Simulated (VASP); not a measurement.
# BeTe (F-43m) in VASP: a series of runs

The runs below take BeTe through single point, with PBE.

All numbers are computed with VASP 6.6.1; they aren't measurements. Logs are shortened: lines on timing, memory, paths and dates and some standing lists are left out, and cuts for length are marked.

## Step 1: The cell of the first run

It takes space group F-43m (No. 216, cubic). Conventional cell: a = 5.589 Å, b = 5.589 Å, c = 5.589 Å, α = 90.00°, β = 90.00°, γ = 90.00°. Within 3.2 Å of Be (site symmetry -43m) lie 4 Te at 2.42 Å. Te (site symmetry -43m) has 4 Be at 2.42 Å within 3.2 Å.

## Step 2: Single point, PBE

Input file INCAR:

```
PREC     = Accurate       # precision mode
ENCUT    = 600            # plane-wave cutoff, eV
EDIFF    = 1E-6           # SCF threshold, eV
ISMEAR   = 0              # smearing method
SIGMA    = 0.01           # smearing width, eV
LREAL    = False          # projectors in reciprocal space
LASPH    = True           # aspherical terms in the spheres
NELM     = 120            # most SCF steps
ALGO     = Normal         # electronic algorithm
ISIF     = 2              # what is computed and relaxed
LWAVE    = False          # write WAVECAR
LCHARG   = False          # write CHGCAR
GGA      = PE             # functional
NBANDS   = 11             # bands
GGA_COMPAT= False
```

Input file KPOINTS:

```
regular mesh
0
Gamma
  6 6 6
```

Input file POSCAR:

```
BeTe
1.0
    0.0000000000      2.7944065439      2.7944065439
    2.7944065439      0.0000000000      2.7944065439
    2.7944065439      2.7944065439      0.0000000000
Be Te
1 1
Direct
    0.0000000000      0.0000000000      0.0000000000
    0.2500000000      0.2500000000      0.2500000000
```

Potentials or basis: VASP PAW PBE potentials, release 64 (Be, Te).

Launch:

```
$ cat potpaw_PBE.64/Be/POTCAR potpaw_PBE.64/Te/POTCAR > POTCAR
$ mpirun -np 1 vasp_std > vasp.out
```

OUTCAR:

```text
PREC = Accurate
   ENCUT = 600
   EDIFF = 1E-6
   ISMEAR = 0
   LREAL = False
   LASPH = True
   NELM = 120
   ISIF = 2
   GGA = PE

 ion  position               nearest neighbor table
   1  0.000  0.000  0.000-   2 2.42   2 2.42   2 2.42   2 2.42
   2  0.250  0.250  0.250-   1 2.42   1 2.42   1 2.42   1 2.42

  LATTYP: Found a face centered cubic cell.
 ALAT       =     5.5888130878

  Lattice vectors:

 A1 = (   0.0000000000,   2.7944065439,   2.7944065439)
 A2 = (   2.7944065439,   0.0000000000,   2.7944065439)
 A3 = (   2.7944065439,   2.7944065439,   0.0000000000)

Analysis of symmetry for initial positions (statically):
=====================================================================
 Subroutine PRICEL returns:
 Original cell was already a primitive cell.

 Routine SETGRP: Setting up the symmetry group for a
 face centered cubic supercell.

 Subroutine GETGRP returns: Found 24 space group operations
 (whereof 24 operations were pure point group operations)
 out of a pool of 48 trial point group operations.

The static configuration has the point symmetry T_d .

Analysis of symmetry for dynamics (positions and initial velocities):
=====================================================================
 Subroutine PRICEL returns:
 Original cell was already a primitive cell.

 Routine SETGRP: Setting up the symmetry group for a
 face centered cubic supercell.

 Subroutine GETGRP returns: Found 24 space group operations
 (whereof 24 operations were pure point group operations)
 out of a pool of 48 trial point group operations.

The dynamic configuration has the point symmetry T_d .

 Subroutine INISYM returns: Found 24 space group operations
 (whereof 24 operations are pure point group operations),
 and found     1 'primitive' translations

----------------------------------------------------------------------------------------

                                     Primitive cell

  volume of cell :      43.6414

  direct lattice vectors                    reciprocal lattice vectors
     0.000000000  2.794406544  2.794406544    -0.178928868  0.178928868  0.178928868
     2.794406544  0.000000000  2.794406544     0.178928868 -0.178928868  0.178928868
     2.794406544  2.794406544  0.000000000     0.178928868  0.178928868 -0.178928868

  length of vectors
     3.951887633  3.951887633  3.951887633     0.309913891  0.309913891  0.309913891

  position of ions in fractional coordinates (direct lattice)
     0.000000000  0.000000000  0.000000000
     0.250000000  0.250000000  0.250000000

  ion indices of the primitive-cell ions
   primitive index   ion index
                 1           1
                 2           2

----------------------------------------------------------------------------------------

 KPOINTS: regular mesh

Automatic generation of k-mesh.
 Grid dimensions read from file:
 generate k-points for:    6    6    6

 Generating k-lattice:

  Cartesian coordinates                     Fractional coordinates (reciprocal lattice)
    -0.029821478  0.029821478  0.029821478     0.166666667  0.000000000  0.000000000
     0.029821478 -0.029821478  0.029821478     0.000000000  0.166666667  0.000000000
     0.029821478  0.029821478 -0.029821478     0.000000000  0.000000000  0.166666667

  Length of vectors
     0.051652315  0.051652315  0.051652315

  Shift w.r.t. Gamma in fractional coordinates (k-lattice)
     0.000000000  0.000000000  0.000000000

 Subroutine IBZKPT returns following result:
 ===========================================

 Found     16 irreducible k-points:

 Following reciprocal coordinates:
            Coordinates               Weight
  0.000000  0.000000  0.000000      1.000000
  0.166667  0.000000  0.000000      8.000000
  0.333333  0.000000  0.000000      8.000000
  0.500000  0.000000  0.000000      4.000000
  0.166667  0.166667  0.000000      6.000000
  0.333333  0.166667  0.000000     24.000000
[... 8 lines left out ...]
 -0.333333  0.333333  0.166667     24.000000
 -0.333333  0.500000  0.166667     12.000000
   k-points           NKPTS =     16   k-points in BZ     NKDIM =     16   number of bands    NBANDS=     11
   number of dos      NEDOS =    301   number of ions     NIONS =      2
   total plane-waves  NPLWV =  32768
   dimension x,y,z NGX =    32 NGY =   32 NGZ =   32
   dimension x,y,z NGXF=    64 NGYF=   64 NGZF=   64
   ions per type =               1   1
   NGX,Y,Z   is equivalent  to a cutoff of  13.46, 13.46, 13.46 a.u.
   NGXF,Y,Z  is equivalent  to a cutoff of  26.92, 26.92, 26.92 a.u.
 SYSTEM =  unknown system
   PREC   = accura    normal or accurate (medium, high low for compatibility)
   ISTART =      0    job   : 0-new  1-cont  2-samecut
   ICHARG =      2    charge: 1-file 2-atom 10-const
   ISPIN  =      1    spin polarized calculation?
   LNONCOLLINEAR =      F non collinear calculations
   LSORBIT =      F    spin-orbit coupling
   LASPH  =      T    aspherical Exc in radial PAW
   ENCUT  =  600.0 eV  44.10 Ry    6.64 a.u.   7.89  7.89  7.89*2*pi/ulx,y,z
   NELM   =    120;   NELMIN=  2; NELMDL= -5     # of ELM steps
   EDIFF  = 0.1E-05   stopping-criterion for ELM
   LREAL  =      F    real-space projection
   EDIFFG = 0.1E-04   stopping-criterion for IOM
   NSW    =      0    number of steps for IOM
   IBRION =     -1    ionic relax: 0-MD 1-quasi-New 2-CG
   NFREE  =      0    steps in history (QN), initial steepest desc. (CG)
   ISIF   =      2    stress and relaxation
   ISYM   =      2    0-nonsym 1-usesym 2-fastsym
   POTIM  = 0.5000    time-step for ionic-motion
   TEBEG  =    0.0;   TEEND  =   0.0 temperature during run
   PSTRESS=    0.0 pullay stress
   NELECT =       8.0000    total number of electrons
   NUPDOWN=      -1.0000    fix difference up-down
   EMIN   =  10.00;   EMAX   =-10.00  energy-range for DOS
   EFERMI =   0.00;   METHOD = LEGACY
   ISMEAR =     0;   SIGMA  =   0.01  broadening in eV -4-tet -1-fermi 0-gaus
   EFERMI_NEDOS =   21; number of points for ismear=-14 and -15
   IALGO  =     38    algorithm
   IMIX   =      4    mixing-type and parameters
     AMIX     =   0.40;   BMIX     =  1.00
     AMIX_MAG =   1.60;   BMIX_MAG =  1.00
  volume/ion in A,a.u.               =      21.82       147.25
  Fermi-wavevector in a.u.,A,eV,Ry     =   0.929976  1.757400 11.767080  0.864856
  Thomas-Fermi vector in A             =   2.056316
   LORBIT       =      0    0 simple, 1 ext, 2 COOP (PROOUT), +10 PAW based schemes
   GGA     = PE    functional components
   LHFCALC =     F    Hartree Fock is set to
   AEXX    =    0.0000 exact exchange contribution
   IVDW    =     0    specifies the selected vdW correction
   LEPSILON=     F    determine dielectric tensor
   LRPA    =     F    only Hartree local field effects (RPA)
 non-spin polarized calculation
 Gauss-broadening in eV      SIGMA  =   0.01
  energy-cutoff  :      600.00
  volume of cell :       43.64
 maximum number of plane-waves:      1470
   NGX = 15   NGY = 15   NGZ = 15

 number of electron       8.0000000 magnetization

 Free energy of the ion-electron system (eV)
  ---------------------------------------------------
  ext. energy  EPLUGINS =         0.00000000
  ---------------------------------------------------
  free energy    TOTEN  =        -7.60361007 eV

  energy without entropy =       -7.60361007  energy(sigma->0) =       -7.60361007

 E-fermi :   5.4044     XC(G=0):  -9.1485

 val. band max:        5.3605351830   @ k =   0.0000   0.0000   0.0000
 cond. band min:       7.2752830739   @ k =   0.5000   0.5000   0.0000
 fundamental gap:      1.9147478909
 Fermi energy:         5.4044132007

 k-point     1 :       0.0000    0.0000    0.0000
  band No.  band energies     occupation
      1      -7.0914      2.00000
      2       5.3605      2.00000
      3       5.3605      2.00000
      4       5.3605      2.00000
      5       8.9486      0.00000
      6       8.9486      0.00000
      7       8.9486      0.00000
      8       9.3526      0.00000
      9      13.7101      0.00000
     10      15.6521      0.00000
     11      15.6521      0.00000

 k-point     2 :       0.1667    0.0000    0.0000
  band No.  band energies     occupation
      1      -6.8235      2.00000
      2       3.3214      2.00000
      3       4.9656      2.00000
      4       4.9656      2.00000
      5       8.8719      0.00000
      6       9.5084      0.00000
      7       9.5084      0.00000
      8      11.2804      0.00000
      9      14.3293      0.00000
     10      14.4595      0.00000
     11      14.4595      0.00000

 k-point     3 :       0.3333    0.0000    0.0000
  band No.  band energies     occupation
      1      -6.1498      2.00000
      2       0.7935      2.00000
      3       4.4067      2.00000
      4       4.4067      2.00000
      5       8.6039      0.00000
      6       9.9716      0.00000
      7       9.9716      0.00000
      8      13.1738      0.00000
      9      14.8176      0.00000
     10      15.0014      0.00000
     11      15.0014      0.00000

 k-point     4 :       0.5000    0.0000    0.0000
  band No.  band energies     occupation
      1      -5.6875      2.00000
      2      -0.3306      2.00000
      3       4.1880      2.00000
      4       4.1880      2.00000
      5       8.4982      0.00000
      6       9.9381      0.00000
      7       9.9381      0.00000
      8      13.1699      0.00000
      9      16.4039      0.00000
     10      16.9505      0.00000
     11      16.9505      0.00000

 k-point     5 :       0.1667    0.1667    0.0000
  band No.  band energies     occupation
      1      -6.7335      2.00000
      2       3.6488      2.00000
      3       4.3072      2.00000
      4       4.3072      2.00000
      5       8.3500      0.00000
      6      10.4972      0.00000
      7      10.5352      0.00000
      8      10.5352      0.00000
      9      13.2752      0.00000
     10      15.0371      0.00000
     11      16.0879      0.00000
[... 99 lines left out ...]
 k-point    13 :       0.5000    0.5000    0.0000
  band No.  band energies     occupation
      1      -5.1719      2.00000
      2       0.1193      2.00000
      3       2.6276      2.00000
      4       2.6276      2.00000
      5       7.2753      0.00000
      6       7.9929      0.00000
      7      15.2119      0.00000
      8      15.2119      0.00000
      9      17.0437      0.00000
     10      18.6244      0.00000
     11      18.8870      0.00000

 k-point    14 :       0.5000    0.3333    0.1667
  band No.  band energies     occupation
      1      -5.6381      2.00000
      2       0.8678      2.00000
      3       2.2105      2.00000
      4       3.3056      2.00000
      5       9.3068      0.00000
      6      10.3131      0.00000
      7      10.6577      0.00000
      8      13.1626      0.00000
      9      15.4793      0.00000
     10      15.9370      0.00000
     11      18.1996      0.00000

 k-point    15 :      -0.3333    0.3333    0.1667
  band No.  band energies     occupation
      1      -5.2930      2.00000
      2       0.3918      2.00000
      3       1.7698      2.00000
      4       2.8682      2.00000
      5       9.8285      0.00000
      6      10.1044      0.00000
      7      12.2959      0.00000
      8      12.6596      0.00000
      9      14.1247      0.00000
     10      17.3541      0.00000
     11      18.1285      0.00000

 k-point    16 :      -0.3333    0.5000    0.1667
  band No.  band energies     occupation
      1      -5.1444      2.00000
      2       0.4647      2.00000
      3       1.8651      2.00000
      4       2.1679      2.00000
      5       9.0613      0.00000
      6       9.6251      0.00000
      7      12.7745      0.00000
      8      13.0539      0.00000
      9      16.3975      0.00000
     10      17.3196      0.00000
     11      18.3092      0.00000

------------------------ aborting loop because EDIFF is reached ----------------------------------------

  FORCE on cell =-STRESS in cart. coord.  units (eV):
  Direction    XX          YY          ZZ          XY          YZ          ZX
  --------------------------------------------------------------------------------------
  -------------------------------------------------------------------------------------
  Total        0.7224800      0.7224800      0.7224800     -0.0000000      0.0000000      0.0000000
  in kB       26.5239147     26.5239147     26.5239147     -0.0000000      0.0000000      0.0000000
  external PRESSURE =      26.5239147 kB  Pullay stress =       0.0000000 kB

 VOLUME and BASIS-vectors are now :
 -----------------------------------------------------------------------------
  energy-cutoff  :      600.00
  volume of cell :       43.64
      direct lattice vectors                 reciprocal lattice vectors
     0.000000000  2.794406544  2.794406544    -0.178928868  0.178928868  0.178928868
     2.794406544  0.000000000  2.794406544     0.178928868 -0.178928868  0.178928868
     2.794406544  2.794406544  0.000000000     0.178928868  0.178928868 -0.178928868

 POSITION                                       TOTAL-FORCE (eV/Angst)
 -----------------------------------------------------------------------------------
      0.00000      0.00000      0.00000         0.000000      0.000000      0.000000
      1.39720      1.39720      1.39720        -0.000000     -0.000000     -0.000000
 -----------------------------------------------------------------------------------
    total drift:                                0.000000      0.000000      0.000000

  FREE ENERGIE OF THE ION-ELECTRON SYSTEM (eV)
  ---------------------------------------------------
  free  energy   TOTEN  =        -7.6036100693 eV

  energy  without entropy=       -7.6036100693  energy(sigma->0) =       -7.60361007
```

It took 5.2 s on 1 thread of Intel Xeon 6975P-C (Granite Rapids), shared host; peak memory 0.17 GiB.

What came out:

```
Free energy            : -7.6036 eV
Pressure               : 2.7 GPa
Band gap on the k mesh : 1.91 eV, indirect (least direct gap 3.59 eV)
```

Caveat: spin-orbit coupling is left out, which moves the levels of the heavy elements. A hybrid or GW would open this gap; PBE tends to underestimate it.

## Step 3: Single point, PBE

This run uses another cell than the first one, of 22.39 Å³/atom, 1.026 times its volume.

Input file INCAR:

```
SYSTEM = BeTe
  PREC = Accurate
  ENCUT = 600
  EDIFF = 1E-6
  ISMEAR = 0
  SIGMA = 0.01
  LREAL = .False.
  LASPH = .True.
  NELM = 120
  ALGO = Normal
  ISIF = 2
  LWAVE = .False.
  LCHARG = .False.
  GGA = PE
  NBANDS = 11
  GGA_COMPAT = .False.
```

Input file KPOINTS:

```
Automatic mesh
0
Gamma
  6 6 6
  0 0 0
```

Input file POSCAR:

```
BeTe
1.0
    0.0000000000      2.8183940395      2.8183940395
    2.8183940395      0.0000000000      2.8183940395
    2.8183940395      2.8183940395      0.0000000000
Be Te
1 1
Direct
    0.0000000000      0.0000000000      0.0000000000
    0.2500000000      0.2500000000      0.2500000000
```

Potentials or basis: VASP PAW PBE potentials, release 64 (Be, Te).

Launch:

```
$ cat potpaw_PBE.64/Be/POTCAR potpaw_PBE.64/Te/POTCAR > POTCAR
$ mpirun -np 1 vasp_std > vasp.out
```

OUTCAR:

```text
SYSTEM = BeTe
   PREC = Accurate
   ENCUT = 600
   EDIFF = 1E-6
   ISMEAR = 0
   LREAL = .False.
   LASPH = .True.
   NELM = 120
   ISIF = 2
   GGA = PE

 ion  position               nearest neighbor table
   1  0.000  0.000  0.000-   2 2.44   2 2.44   2 2.44   2 2.44
   2  0.250  0.250  0.250-   1 2.44   1 2.44   1 2.44   1 2.44

  LATTYP: Found a face centered cubic cell.
 ALAT       =     5.6367880790

  Lattice vectors:

 A1 = (   0.0000000000,   2.8183940395,   2.8183940395)
[... 398 lines left out ...]

------------------------ aborting loop because EDIFF is reached ----------------------------------------

  FORCE on cell =-STRESS in cart. coord.  units (eV):
  Direction    XX          YY          ZZ          XY          YZ          ZX
  --------------------------------------------------------------------------------------
  -------------------------------------------------------------------------------------
  Total        0.2850587      0.2850587      0.2850587     -0.0000000      0.0000000      0.0000000
  in kB       10.2002234     10.2002234     10.2002234     -0.0000000      0.0000000      0.0000000
  external PRESSURE =      10.2002234 kB  Pullay stress =       0.0000000 kB

 VOLUME and BASIS-vectors are now :
 -----------------------------------------------------------------------------
  energy-cutoff  :      600.00
  volume of cell :       44.77
      direct lattice vectors                 reciprocal lattice vectors
     0.000000000  2.818394039  2.818394039    -0.177405995  0.177405995  0.177405995
     2.818394039  0.000000000  2.818394039     0.177405995 -0.177405995  0.177405995
     2.818394039  2.818394039  0.000000000     0.177405995  0.177405995 -0.177405995

 POSITION                                       TOTAL-FORCE (eV/Angst)
 -----------------------------------------------------------------------------------
      0.00000      0.00000      0.00000         0.000000      0.000000      0.000000
      1.40920      1.40920      1.40920        -0.000000     -0.000000     -0.000000
 -----------------------------------------------------------------------------------
    total drift:                                0.000000      0.000000      0.000000

  FREE ENERGIE OF THE ION-ELECTRON SYSTEM (eV)
  ---------------------------------------------------
  free  energy   TOTEN  =        -7.6164883282 eV

  energy  without entropy=       -7.6164883282  energy(sigma->0) =       -7.61648833
```

stdout:

```text
POSCAR found type information on POSCAR BeTe
 POSCAR found :  2 types and       2 ions
 scaLAPACK will be used
 LDA part: xc-table for (Slater+PW92), standard interpolation
 POSCAR, INCAR and KPOINTS ok, starting setup
 FFT: planning ... GRIDC
 FFT: planning ... GRID_SOFT
 FFT: planning ... GRID
 WAVECAR not read
 entering main loop
```

Run time: 5.2 s. Hardware: 1 thread of Intel Xeon 6975P-C (Granite Rapids), shared host; peak memory 0.17 GiB.

Results:

| Property | Result |
| --- | --- |
| Free energy | -7.6165 eV |
| Pressure | 1.0 GPa |
| Band gap on the k mesh | 1.98 eV, indirect (least direct gap 3.61 eV) |

Caveat: spin-orbit coupling is left out, which moves the levels of the heavy elements. A k mesh can miss the band edges.

(Part 1 of 2 ends here.)
